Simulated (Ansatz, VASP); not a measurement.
**SiO2: VASP beside Ansatz**

INCAR

```
  PREC = Accurate
  ENCUT = 520
  EDIFF = 1E-6
  ISMEAR = 0
  SIGMA = 0.05
  LREAL = False
  LASPH = True
  NELM = 100
  ALGO = Normal
  ISIF = 2
  LWAVE = False
  LCHARG = True
  GGA = PE
  LELF = True
  LVHAR = True
  NBANDS = 25
```

KPOINTS

```
regular mesh
0
Gamma
  6 6 8
```

POSCAR

```
SiO2
1.0
    4.1723000000      0.0000000000      0.0000000000
    0.0000000000      4.1723000000      0.0000000000
    0.0000000000      0.0000000000      3.0125000000
Si O
2 4
Direct
    0.5000000000      0.5000000000      0.5000000000
    0.0000000000      0.0000000000      0.0000000000
    0.6930127928      0.6930127928      0.0000000000
    0.1930127928      0.8069872072      0.5000000000
    0.3069872072      0.3069872072      0.0000000000
    0.8069872072      0.1930127928      0.5000000000
```

Input for Ansatz:

```yaml
crystal:
  lattice:
    - [4.1723, 0.0, 0.0]
    - [0.0, 4.1723, 0.0]
    - [0.0, 0.0, 3.0125]
  atoms:
    - { symbol: Si, position: [0.5, 0.5, 0.5] }
    - { symbol: Si, position: [0.0, 0.0, 0.0] }
    - { symbol: O, position: [0.6930127928, 0.6930127928, 0.0] }
    - { symbol: O, position: [0.1930127928, 0.8069872072, 0.5] }
    - { symbol: O, position: [0.3069872072, 0.3069872072, 0.0] }
    - { symbol: O, position: [0.8069872072, 0.1930127928, 0.5] }
basis:
  ecutwfc: 520.0
kpoints:
  mp_grid: { grid: [6, 6, 8] }
hamiltonian:
  xc: pbe
  pseudopotentials: { kind: paw, azcp: { folder: soft_1 } }
scf:
  occupations: { method: gaussian, width: 0.05 }
output:
  forces: true
  stress: true
  eigenvalues: true
```

Alike in both runs: task single point; functional PBE; k mesh 6 × 6 × 8; occupations gaussian, width 0.05 eV; no spin polarisation.

|  | VASP | Ansatz |
| --- | --- | --- |
| version | VASP 6.6.1 | Ansatz 0.2.0 |
| potentials or method | VASP PAW PBE potentials, release 64 (Si, O), cutoff 520 eV | scalar-relativistic, plane waves, PAW |
| valence electrons in the cell | 32 | 32 |

Ansatz gave:

| Property | Result |
| --- | --- |
| gap on the k mesh at the Fermi level (eV) | 3.18 |
| least direct gap on the mesh (eV) | 3.18 |
| pressure (GPa) | -22.9 |
| traceless stress, the component that is largest in VASP (GPa) | -28.56 |
| rms of the force components (eV/Å) | 0.314 |

**Question.** What did VASP give for the same quantities?

**Answer.** gap on the k mesh at the Fermi level (eV): 3.16; least direct gap on the mesh (eV): 3.16; pressure (GPa): -22.7; traceless stress, the component that is largest in VASP (GPa): -28.46; rms of the force components (eV/Å): 0.310.

Atom by atom the forces differ by 0.004 eV/Å (rms over components). The functional is the same, so the differences come from potentials, cutoffs and numerics.
